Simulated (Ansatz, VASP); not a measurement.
## C in VASP and in Ansatz

Contents of POSCAR:

```
C
1.0
    0.0000000000      1.5827675000      1.7834000000
    1.9840325000      0.0000000000      1.7834000000
    1.9840325000      1.5827675000      0.0000000000
C
2
Direct
    0.5000000000      0.5000000000      0.5000000000
    0.7500000000      0.7500000000      0.7500000000
```

Contents of INCAR.step1:

```
SYSTEM = C
PREC = Accurate
ENCUT = 520
ISMEAR = 0
SIGMA = 0.05
LREAL = .False.
LASPH = .True.
NELM = 60
NBANDS = 11
GGA = PE
ALGO = Normal
EDIFF = 1E-4
LWAVE = .True.
LCHARG = .False.
```

Contents of INCAR.step2:

```
SYSTEM = C
PREC = Accurate
ENCUT = 520
EDIFF = 1E-6
ISMEAR = 0
SIGMA = 0.05
LREAL = .False.
LASPH = .True.
NELM = 60
ALGO = Normal
ISIF = 2
LWAVE = .False.
LCHARG = .False.
METAGGA = R2SCAN
LMIXTAU = .True.
NBANDS = 11
ISTART = 1
```

KPOINTS

```
Automatic mesh
0
Gamma
  12 12 12
  0 0 0
```

Input for Ansatz:

```yaml
crystal:
  lattice:
    - [0.0, 1.5827675, 1.7834]
    - [1.9840325, 0.0, 1.7834]
    - [1.9840325, 1.5827675, 0.0]
  atoms:
    - { symbol: C, position: [0.5, 0.5, 0.5] }
    - { symbol: C, position: [0.75, 0.75, 0.75] }
basis:
  ecutwfc: 500
kpoints:
  mp_grid: { grid: [12, 12, 12] }
hamiltonian:
  xc: r2scan
scf:
  occupations: { method: gaussian, width: 0.05 }
output:
  forces: true
  stress: true
  eigenvalues: true
```

Change from the starting cell: strain +0.1125 x Voigt [1, -1, 0, 0, 0, 0], atoms carried along.

Alike in both runs: task single point; functional r2SCAN; k mesh 12 × 12 × 12; occupations gaussian, width 0.05 eV; no spin polarisation.

|  | VASP | Ansatz |
| --- | --- | --- |
| version | VASP 6.6.1 | Ansatz 0.2.0 |
| potentials or method | VASP PAW PBE potentials, release 64 (C), cutoff 520 eV | scalar-relativistic, plane waves, PAW |
| valence electrons in the cell | 8 | 8 |

Ansatz gave:

* gap on the k mesh at the Fermi level (eV): 0.07
* least direct gap on the mesh (eV): 3.15
* pressure (GPa): 4.8
* traceless stress, the component that is largest in VASP (GPa): -121.14

**Question.** What did VASP give for the same quantities?

**Answer.** gap on the k mesh at the Fermi level (eV): 0.05; least direct gap on the mesh (eV): 3.11; pressure (GPa): 5.9; traceless stress, the component that is largest in VASP (GPa): -120.89.

VASP's potentials were made for PBE, not for r2SCAN.
